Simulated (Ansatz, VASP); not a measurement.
Ta2B2O: VASP beside Ansatz

```
CELL_PARAMETERS angstrom
-1.73605 1.73605 4.93528
1.73605 -1.73605 4.93528
1.73605 1.73605 -4.93528
ATOMIC_POSITIONS crystal
Ta 0.38518 0.38518 0.00000
Ta 0.61482 0.61482 0.00000
B 0.75000 0.25000 0.50000
B 0.25000 0.75000 0.50000
O 0.00000 0.00000 0.00000
```

Change from the starting cell: species swapped into the YbCr2Si2 type (I4/mmm, No. 139).

Alike in both runs: task relaxation of cell and atoms; functional PBE; k mesh 8 × 8 × 8; occupations gaussian, width 0.1 eV; no spin polarisation.

|  | VASP | Ansatz |
| --- | --- | --- |
| version | VASP 6.6.1 | Ansatz 0.2.0 |
| potentials or method | VASP PAW PBE potentials, release 64 (Ta_pv, B, O), cutoff 600 eV | scalar-relativistic, plane waves, PAW |
| valence electrons in the cell | 34 | 38 |

```tsv
	VASP	Ansatz	Ansatz less VASP
gap on the k mesh at the Fermi level, each at its own relaxed structure (eV)	none	none	-
relaxed volume (Å³/atom)	10.75	10.76	+0.009
relaxed length of the cell vector where the two differ most in proportion (Å)	6.941	6.989	+0.0481
```

A gap of «none» marks a metal or a gap that the smearing closes. VASP's potentials hold 34 valence electrons a cell and Ansatz's 38, so a difference there can come from the potentials and not from the codes.

Neither program's run includes spin-orbit coupling.
